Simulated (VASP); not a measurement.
# SnO2 (C2/m) in VASP: further runs, part 2 of 2

VASP 6.6.1.

**3. Electric field gradients, PBE (equal xy, yz and zx shear strains of +3 %)**

Input file INCAR:

```
ALGO = Normal
EDIFF = 1E-8
ENCUT = 520
GGA = PE
ISIF = 2
ISMEAR = -1
LASPH = T
LCHARG = F
LEFG = T
LREAL = F
LWAVE = F
NBANDS = 35
NELM = 80
PREC = Accurate
SIGMA = 0.03
```

Input file KPOINTS:

```
k-points
0
Gamma
  4 4 6
```

Input file POSCAR:

```
SnO2
1.0
    4.7373500000      0.0710602500      0.0710602500
    0.0710602500      4.7373500000      0.0710602500
    0.0477960000      0.0477960000      3.1864000000
Sn O
2 4
Direct
    0.0000000000      0.0000000000      0.0000000000
    0.5000000000      0.5000000000      0.5000000000
    0.3056200000      0.3056200000      0.0000000000
    0.1943800000      0.8056200000      0.5000000000
    0.6943800000      0.6943800000      0.0000000000
    0.8056200000      0.1943800000      0.5000000000
```

Potentials or basis: VASP PAW PBE potentials, release 64 (Sn_d, O).

Run with:

```console
$ cat potpaw_PBE.64/Sn_d/POTCAR potpaw_PBE.64/O/POTCAR > POTCAR
$ mpirun -np 1 vasp_std > vasp.out
```

OUTCAR:

```text
EDIFF = 1E-8
   ENCUT = 520
   GGA = PE
   ISIF = 2
   ISMEAR = -1
   LASPH = T
   LREAL = F
   NELM = 80
   PREC = Accurate

 ion  position               nearest neighbor table
   1  0.000  0.000  0.000-   4 2.05   6 2.05   4 2.05   6 2.05   5 2.08   3 2.08   2 3.66   2 3.66
                             2 3.66   2 3.66   2 3.69   2 3.69
   2  0.500  0.500  0.500-   4 2.02   6 2.02   3 2.03   5 2.03   3 2.11   5 2.11   1 3.66   1 3.66
                             1 3.66   1 3.66   1 3.69   1 3.69
   3  0.306  0.306  0.000-   2 2.03   1 2.08   2 2.11
   4  0.194  0.806  0.500-   2 2.02   1 2.05   1 2.05
   5  0.694  0.694  0.000-   2 2.03   1 2.08   2 2.11
   6  0.806  0.194  0.500-   2 2.02   1 2.05   1 2.05

  LATTYP: Found a base centered monoclinic cell.
 ALAT       =     6.8016039653
 B/A-ratio  =     0.9702314754
 C/A-ratio  =     0.4685831277
 COS(beta)  =    -0.0420942467

  Lattice vectors:

 A1 = (  -4.7373500000,  -0.0710602500,  -0.0710602500)
 A2 = (  -0.0710602500,  -4.7373500000,  -0.0710602500)
[... 1130 lines left out ...]
      3.85421      1.00199      1.66426         0.071252     -0.071252     -0.000000
 -----------------------------------------------------------------------------------
    total drift:                                0.000000      0.000000      0.000000

  FREE ENERGIE OF THE ION-ELECTRON SYSTEM (eV)
  ---------------------------------------------------
  free  energy   TOTEN  =       -37.0715669076 eV

  energy  without entropy=      -37.0715669076  energy(sigma->0) =      -37.07156691

 Electric field gradients (V/A^2)
---------------------------------------------------------------------
 ion       V_xx      V_yy      V_zz      V_xy      V_xz      V_yz
---------------------------------------------------------------------
   1      35.628    35.628   -71.257    -9.643    -7.615    -7.615
   2      14.290    14.290   -28.580    54.630    49.988    49.988
   3     -21.402   -21.402    42.805    84.721    -0.249    -0.249
   4     -24.849   -24.849    49.697   -81.012     5.770     5.770
   5     -21.402   -21.402    42.805    84.721    -0.249    -0.249
   6     -24.849   -24.849    49.697   -81.012     5.770     5.770
---------------------------------------------------------------------

 Electric field gradients after diagonalization (V/A^2)
 (convention: |V_zz| > |V_xx| > |V_yy|)
----------------------------------------------------------------------
 ion       V_xx      V_yy      V_zz     asymmetry (V_yy - V_xx)/ V_zz
----------------------------------------------------------------------
   1      45.272    27.164   -72.435       0.250
   2     -65.702   -40.341   106.043       0.239
   3      63.325    42.799  -106.124       0.193
   4      56.163    50.124  -106.287       0.057
   5      63.325    42.799  -106.124       0.193
   6      56.163    50.124  -106.287       0.057
----------------------------------------------------------------------

           NMR quadrupolar parameters

 Cq : quadrupolar parameter    Cq=e*Q*V_zz/h
 eta: asymmetry parameters     (V_yy - V_xx)/ V_zz
 Q  : nuclear electric quadrupole moment in mb (millibarn)
----------------------------------------------------------------------
 ion       Cq(MHz)       eta       Q (mb)
----------------------------------------------------------------------
   1      -0.175       0.250       1.000
   2       0.256       0.239       1.000
   3      -0.257       0.193       1.000
   4      -0.257       0.057       1.000
   5      -0.257       0.193       1.000
   6      -0.257       0.057       1.000
----------------------------------------------------------------------
```

OSZICAR:

```text
N       E                     dE             d eps       ncg     rms          rms(c)
DAV:   1     0.646534165741E+03    0.64653E+03   -0.25563E+04  2626   0.232E+03
DAV:   2     0.571571186192E+02   -0.58938E+03   -0.55559E+03  2631   0.618E+02
DAV:   3    -0.384988326523E+02   -0.95656E+02   -0.94213E+02  2637   0.209E+02
[... 11 lines left out ...]
DAV:  15    -0.370715668528E+02    0.21720E-06   -0.12881E-07  3511   0.456E-03    0.581E-04
DAV:  16    -0.370715668670E+02   -0.14145E-07   -0.59362E-09  1740   0.637E-04    0.284E-04
DAV:  17    -0.370715668916E+02   -0.24579E-07   -0.21930E-09  1566   0.554E-04    0.142E-04
DAV:  18    -0.370715669023E+02   -0.10717E-07   -0.13735E-09  1468   0.522E-04    0.233E-05
DAV:  19    -0.370715669076E+02   -0.52951E-08   -0.93000E-10  1460   0.249E-04
   1 F= -.37071567E+02 E0= -.37071567E+02  d E =-.282413E-10
```

stdout:

```text
POSCAR found type information on POSCAR SnO
 POSCAR found :  2 types and       6 ions
 scaLAPACK will be used
 LDA part: xc-table for (Slater+PW92), standard interpolation
 POSCAR, INCAR and KPOINTS ok, starting setup
 FFT: planning ... GRIDC
 FFT: planning ... GRID_SOFT
 FFT: planning ... GRID
 WAVECAR not read
 entering main loop
ion   1

ion   2

ion   3

ion   4

ion   5

ion   6
```

Run time: 75 s. Hardware: 1 thread of Intel Xeon Platinum 8259CL at 2.50GHz (Skylake/Cascade Lake), shared host; peak memory 0.21 GiB.

What came out:

| Quantity | Value |
| --- | --- |
| Free energy | -37.0716 eV |
| Pressure | 12.1 GPa |
| Largest force | 0.419 eV/Å |
| Band gap on the k mesh | 1.24 eV, direct |

Forces in eV/Å, atoms in the order of the input:
```
Sn   0.000  0.000  0.000
Sn   0.000  0.000  0.000
O   -0.148 -0.148  0.363
O   -0.071  0.071  0.000
O    0.148  0.148 -0.363
O    0.071 -0.071  0.000
```

Stress tensor (GPa, compression positive):
```
11.25 -6.31 -3.47
-6.31 11.25 -3.47
-3.47 -3.47 13.85
```

Electric field gradients, principal values (V/Å²):
```
atom    least   middle  greatest (by size)
1 Sn   27.164   45.272             -72.435
2 Sn  -40.341  -65.702             106.043
 3 O   42.799   63.325            -106.124
 4 O   50.124   56.163            -106.287
 5 O   42.799   63.325            -106.124
 6 O   50.124   56.163            -106.287
```

Caveat: the cell differs from its parent crystal (equal xy, yz and zx shear strains of +3 %); without QUAD_EFG the Cq values of the log hold for a quadrupole moment of 1 mb, not for the nuclei; spin-orbit coupling is left out, which moves the levels of the heavy elements.
